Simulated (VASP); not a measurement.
## AlAs (l.bA): single point with LDA

Crystal: AlAs (l.bA).

```xyz
2
Lattice="0.0000 2.8144 2.8144 2.8144 0.0000 2.8144 2.8144 2.8144 0.0000" Properties=species:S:1:pos:R:3 pbc="T T T"
Al    0.0000    0.0000    0.0000
As    1.4072    1.4072    1.4072
```

```json
{"Program": "VASP 6.6.1", "Task": "single point", "Functional": "LDA", "Potentials or basis": "VASP PAW LDA potentials, release 64 (Al, As)", "Cutoff": "500 eV", "k mesh": "8 × 8 × 8", "Occupations": "gaussian, width 0.02 eV", "Spin": "no spin polarisation", "Dipole correction": "no", "Further INCAR settings": "ALGO = Normal; EDIFF = 1e-06; NBANDS = 11"}
```

```
Pressure               : 0.4 GPa
Band gap on the k mesh : 1.31 eV, indirect (least direct gap 2.02 eV)
```

Levels at points of the mesh, in eV from the valence-band top:
| k point | band 1 | band 2 | band 3 | band 4 | band 5 | band 6 | band 7 | band 8 | band 9 |
| --- | --- | --- | --- | --- | --- | --- | --- | --- | --- |
| (0.00, 0.00, 0.00) | -11.99 | 0.00 | 0.00 | 0.00 | 2.02 | 4.27 | 4.27 | 4.27 | 8.72 |
| (0.50, 0.00, 0.00) | -10.54 | -5.67 | -0.84 | -0.84 | 2.09 | 4.65 | 4.65 | 7.62 | 11.12 |
| (0.50, 0.50, 0.00) | -9.97 | -5.51 | -2.22 | -2.22 | 1.31 | 2.20 | 10.33 | 10.33 | 11.76 |

Run time: 13 s on 1 thread of Intel(R) Xeon(R) Platinum 8259CL CPU @ 2.50GHz (Skylake/Cascade Lake), with other jobs on the host, peak memory 0.15 GiB.

A k mesh can miss the band edges.
